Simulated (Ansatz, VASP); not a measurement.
# PbS in VASP and in Ansatz

```xyz
2
Lattice="4.0897 0.0000 0.0000 -2.0448 3.5418 0.0000 0.0000 0.0000 3.7882" Properties=species:S:1:pos:R:3 pbc="T T T"
Pb    0.0000    0.0000    0.0000
S     2.0448    1.1806    1.8941
```

Alike in both runs: task single point; functional PBE-based screened hybrid; k mesh 4 × 4 × 4; occupations fermi-dirac, width 0.05 eV; no spin polarisation.

|  | VASP | Ansatz |
| --- | --- | --- |
| version | VASP 6.6.1 | Ansatz 0.2.0 |
| potentials or method | VASP PAW PBE potentials, release 64 (Pb_d, S) | Ansatz PAW |
| plane-wave cutoff (eV) | 520 | 420 |
| valence electrons in the cell | 20 | 20 |

```csv
,VASP,Ansatz,Ansatz less VASP
gap on the k mesh at the Fermi level (eV),0.76,0.76,-0.005
least direct gap on the mesh (eV),1.46,1.45,-0.010
pressure (GPa),-1.3,-1.1,+0.13
"traceless stress, the component that is largest in VASP (GPa)",0.15,0.17,+0.021
```

VASP's potentials were made for PBE, not for PBE-based screened hybrid.

The k mesh is coarse, so the values compare programs but aren't converged. Spin-orbit coupling is off throughout.
